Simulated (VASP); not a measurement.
A run of VASP 6.6.1 is set up as follows.

INCAR

```
SYSTEM = Ca
PREC = Accurate ; ENCUT = 520
EDIFF = 1E-6 ; ISMEAR = 0
SIGMA = 0.15 ; LREAL = .FALSE.
LASPH = .TRUE. ; NELM = 100
ALGO = Normal ; ISIF = 2
LWAVE = .FALSE. ; LCHARG = .FALSE.
GGA = PE ; NBANDS = 11
```

Contents of KPOINTS:

```
Automatic mesh
0
G
  14 14 14
  0 0 0
```

The input POSCAR:

```
Ca
1.0
    0.0000000000      2.7942000000      2.7942000000
    3.0736200000      0.0000000000      2.7942000000
    3.0736200000      2.7942000000      0.0000000000
Ca
1
Direct
    0.0000000000      0.0000000000      0.0000000000
```

Potentials or basis: VASP PAW PBE potentials, release 64 (Ca_sv).

Run with:

```sh
$ cat potpaw_PBE.64/Ca_sv/POTCAR > POTCAR
$ mpirun -np 1 vasp_std > vasp.out
```

Q: Estimate the band gap on the k mesh.

A: Zero (band 5 reaches 1.75 eV, above the bottom of band 6 at 1.26 eV).

Q: Estimate the pressure.

A: -1.8 GPa.

Stress tensor (GPa, compression positive):
```
-2.45  0.00  0.00
 0.00 -1.45  0.00
 0.00  0.00 -1.45
```

Caveat: the cell differs from its parent crystal (strain +0.1000 x Voigt [1, 0, 0, 0, 0, 0]).
